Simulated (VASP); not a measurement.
**Tl: relaxation of cell and atoms with PBE**

Tl:

```xyz
2
Lattice="3.4172 0.0000 0.0000 -1.7086 2.9594 0.0000 0.0000 0.0000 6.1263" Properties=species:S:1:pos:R:3 pbc="T T T"
Tl    0.0000    0.0000    1.5873
Tl    0.0000    0.0000    4.5390
```

The cell was generated, and may not be a known phase.

| Property | Result |
| --- | --- |
| Program | VASP 6.6.1 |
| Task | relaxation of cell and atoms |
| Functional | PBE |
| Potentials or basis | VASP PAW PBE potentials, release 64 (Tl_d) |
| Cutoff | 600 eV |
| k mesh | 6 × 6 × 4 |
| Occupations | gaussian, width 0.1 eV |
| Spin | no spin polarisation |
| Dipole correction | no |
| Further INCAR settings | ALGO = Normal; EDIFF = 1e-07; IBRION = 2; EDIFFG = -0.04; NSW = 90; ISIF = 3 |

```
Relaxed volume                        : 32.90 Å³/atom
Relaxed cell                          : a = 3.407 Å, b = 3.407 Å, c = 6.544 Å, α = 90.00°, β = 90.00°, γ = 120.00°
Space group after relaxing (to 0.1 Å) : P6/mmm (No. 191)
Energy gained by relaxing             : 32.5 meV/atom
Ionic steps                           : 10
Pressure after relaxing               : 0.0 GPa
Band gap on the k mesh                : zero (bands 13 and 14 overlap by 4.15 eV)
```

Stress tensor (GPa, compression positive):
```
 0.07  0.00  0.00
 0.00  0.07  0.00
 0.00  0.00 -0.06
```

The path:
| step | energy change (eV) | largest force (eV/Å) | pressure (GPa) | volume (Å³) |
| --- | --- | --- | --- | --- |
| 1 | 0.0000 | 0.5269 | 2.07 | 61.95 |
| 2 | -0.0488 | 0.1954 | 0.14 | 65.59 |
| 3 | -0.0522 | 0.1367 | -0.22 | 66.59 |
| 4 | -0.0509 | 0.0484 | -0.87 | 68.61 |
| 5 | -0.0530 | 0.0975 | -0.49 | 67.37 |
| 6 | -0.0597 | 0.0560 | -0.24 | 66.62 |
| 7 | -0.0633 | 0.0155 | 0.35 | 64.99 |
| 8 | -0.0647 | 0.0108 | 0.07 | 65.67 |
| 9 | -0.0648 | 0.0047 | 0.12 | 65.53 |
| 10 | -0.0650 | 0.0003 | 0.03 | 65.80 |

Final structure:
```
CELL_PARAMETERS angstrom
3.40725 0.00000 0.00000
-1.70362 2.95076 0.00000
0.00000 0.00000 6.54437
ATOMIC_POSITIONS crystal
Tl 0.00000 0.00000 0.25001
Tl 0.00000 0.00000 0.74999
```

Levels at points of the mesh, in eV from the Fermi level:
| k point | band 11 | band 12 | band 13 | band 14 | band 15 | band 16 |
| --- | --- | --- | --- | --- | --- | --- |
| (0.00, 0.00, 0.00) | -9.56 | -6.74 | -3.04 | 5.96 | 8.41 | 8.41 |
| (0.50, 0.00, 0.00) | -5.73 | -3.22 | -2.71 | -0.47 | 0.14 | 4.78 |
| (0.00, 0.00, 0.50) | -8.62 | -8.62 | 0.79 | 0.79 | 9.55 | 9.55 |
| (0.50, 0.00, 0.50) | -4.96 | -4.96 | -1.79 | -1.79 | 4.23 | 4.23 |

It took 70 s on 1 thread of AMD EPYC 9R45 96-Core Processor (Zen 5) (shared host), peak memory 0.18 GiB.

Caveat: spin-orbit coupling is left out, which moves the levels of the heavy elements.
